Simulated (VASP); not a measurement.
The system is BaTeH6.

```
Ba Te H
1.0
     3.46173    1.99863    2.51071
    -3.46173    1.99863    2.51071
     0.00000   -3.99726    2.51071
Ba Te H
1 1 6
Direct
  0.00000 0.00000 0.00000
  0.50000 0.50000 0.50000
  0.54126 0.20605 0.18804
  0.20605 0.18804 0.54126
  0.81196 0.45874 0.79395
  0.79395 0.81196 0.45874
  0.45874 0.79395 0.81196
  0.18804 0.54126 0.20605
```

| Property | Result |
| --- | --- |
| Program | VASP 6.6.1 |
| Task | relaxation of cell and atoms |
| Functional | r2SCAN |
| Dispersion | rVV10 |
| Potentials or basis | VASP PAW PBE potentials, release 64 (Ba_sv, Te, H) |
| Cutoff | 600 eV |
| k mesh | 6 × 6 × 6 |
| Occupations | fermi-dirac, width 0.03 eV |
| Spin | no spin polarisation |

At the start: pressure 1.6 GPa; volume 13.03 Å³/atom.

Question: How do energy, volume and symmetry change on relaxing?

Answer: Over 12 steps the energy falls by 8.6 meV/atom and the volume is 14.10 Å³/atom (+8.2 %); space group R-3 (No. 148, to 0.1 Å) before and after.

The path:
| step | energy change (eV) | largest force (eV/Å) | pressure (GPa) | volume (Å³) |
| --- | --- | --- | --- | --- |
| 1 | 0.0000 | 0.1337 | 1.61 | 104.23 |
| 2 | -0.0212 | 0.1565 | 0.91 | 106.21 |
| 3 | -0.0403 | 0.2170 | -1.04 | 112.31 |
| 4 | -0.0419 | 0.2040 | -0.61 | 110.90 |
| 5 | -0.0580 | 0.1145 | -0.32 | 111.68 |
| 6 | -0.0636 | 0.0590 | 0.02 | 112.50 |
| 7 | -0.0653 | 0.0503 | -0.01 | 112.62 |
| 8 | -0.0681 | 0.0254 | -0.08 | 113.00 |
| 9 | -0.0685 | 0.0142 | -0.11 | 113.19 |
| 10 | -0.0689 | 0.0217 | 0.08 | 112.80 |
| 11 | -0.0689 | 0.0218 | 0.08 | 112.80 |
| 12 | -0.0692 | 0.0056 | 0.03 | 112.82 |

Final structure:
```yaml
crystal:
  lattice:
    - [3.56573, 2.05867, 2.56143]
    - [-3.56573, 2.05867, 2.56143]
    - [0.00000, -4.11735, 2.56143]
  atoms:
    - { symbol: Ba, position: [0.00000, 0.00000, 0.00000] }
    - { symbol: Te, position: [0.50000, 0.50000, 0.50000] }
    - { symbol: H, position: [0.54792, 0.21717, 0.19817] }
    - { symbol: H, position: [0.21717, 0.19817, 0.54792] }
    - { symbol: H, position: [0.80183, 0.45208, 0.78283] }
    - { symbol: H, position: [0.78283, 0.80183, 0.45208] }
    - { symbol: H, position: [0.45208, 0.78283, 0.80183] }
    - { symbol: H, position: [0.19817, 0.54792, 0.21717] }
```

Caveat: the PAW data sets were made with another functional, which shifts forces and pressure a little.
